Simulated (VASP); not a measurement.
Set up this calculation in VASP 6.6.1, as the native input.

| Property | Result |
| --- | --- |
| Task | single point |
| Functional | PBE |
| Potentials or basis | VASP PAW PBE potentials, release 64 (Ga_d, N) |
| Cutoff | 520 eV |
| k mesh | 8 × 6 × 6 |
| Occupations | gaussian, width 0.05 eV |
| Spin | no spin polarisation |
| Dipole correction | no |
| Further INCAR settings | ALGO = Normal; EDIFF = 1e-06; NBANDS = 46 |

The structure of GaN lies in POSCAR:

```
GaN
1.0
   -3.2185392732      0.0000000000      0.0000000000
    0.0000000000      0.0000000000     -5.2433778863
    0.0000000001     -5.5746735474      0.0000000000
Ga N
4 4
Direct
    0.5000000000      0.0004535212      0.1693478002
    0.0000000000     -0.0017306215      0.6639877528
    0.0000000000      0.4982693785      0.3360122472
    0.5000000000      0.5004535212      0.8306521998
    0.5000000000      0.6311387878      0.1671267454
    0.0000000000      0.6320866794      0.6662206559
    0.0000000000      0.1320866794      0.3337793441
    0.5000000000      0.1311387878      0.8328732546
```

This cell differs from its parent crystal: mode 11 frozen in at -0.016 Å and mode 13 at -0.039 Å (largest displacements).

The input as run:

INCAR

```
SYSTEM = GaN
  ALGO = Normal
  EDIFF = 1E-6
  ENCUT = 520
  GGA = PE
  ISIF = 2
  ISMEAR = 0
  LASPH = .TRUE.
  LCHARG = .FALSE.
  LREAL = .FALSE.
  LWAVE = .FALSE.
  NBANDS = 46
  NELM = 60
  PREC = Accurate
  SIGMA = 0.05
```

KPOINTS

```
k-points
0
G
  8 6 6
  0 0 0
```

Potentials or basis: VASP PAW PBE potentials, release 64 (Ga_d, N).

Run with:

```bash
$ cat potpaw_PBE.64/Ga_d/POTCAR potpaw_PBE.64/N/POTCAR > POTCAR
$ mpirun -np 1 vasp_std > vasp.out
```

It gave:

| Item | Value |
| --- | --- |
| Pressure | 0.3 GPa |
| Largest force | 0.793 eV/Å |
| Band gap on the k mesh | 1.65 eV |

Caveat: the cell differs from its parent crystal (mode 11 frozen in at -0.016 Å and mode 13 at -0.039 Å (largest displacements)).

Wall time 8.5 min on 1 thread of Oxide Virtual Turin-like Processor, with other jobs on the host, peak memory 0.33 GiB.
